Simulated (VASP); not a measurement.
## TiH2: single point with r2SCAN

The system is TiH2.

```
Ti H
1.0
    -1.58648    1.58648    2.12235
     1.58648   -1.58648    2.12235
     1.58648    1.58648   -2.12235
Ti H
1 2
Direct
  0.00000 0.00000 0.00000
  0.75000 0.25000 0.50000
  0.25000 0.75000 0.50000
```

| Quantity | Value |
| --- | --- |
| Program | VASP 6.6.1 |
| Task | single point |
| Functional | r2SCAN |
| Potentials or basis | VASP PAW PBE potentials, release 64 (Ti_sv, H) |
| Cutoff | 520 eV |
| k mesh | 10 × 10 × 10 |
| Occupations | fermi-dirac, width 0.1 eV |
| Spin | no spin polarisation |
| Dipole correction | no |
| Further INCAR settings | ALGO = Normal; EDIFF = 1e-06; NBANDS = 14 |

```yaml
Pressure: 0.4 GPa
Band_gap_on_the_k_mesh: zero (bands 7 and 8 overlap by 0.49 eV)
```

Levels at points of the mesh, in eV from the Fermi level:
| k point | band 5 | band 6 | band 7 | band 8 | band 9 | band 10 |
| --- | --- | --- | --- | --- | --- | --- |
| (0.00, 0.00, 0.00) | -11.30 | -0.38 | -0.38 | 0.00 | 0.21 | 1.33 |
| (0.50, 0.00, 0.00) | -7.89 | -5.74 | -0.40 | 0.11 | 2.35 | 2.49 |
| (0.50, 0.50, 0.00) | -6.30 | -6.05 | -3.27 | 2.44 | 2.50 | 2.68 |
| (0.50, 0.50, 0.50) | -6.79 | -5.26 | -3.15 | 2.46 | 2.55 | 2.55 |

It took 110 s on 1 thread of Intel Xeon 8259CL (shared host), peak memory 0.17 GiB.

Caveat: the PAW data sets were made with another functional, which shifts forces and pressure a little.
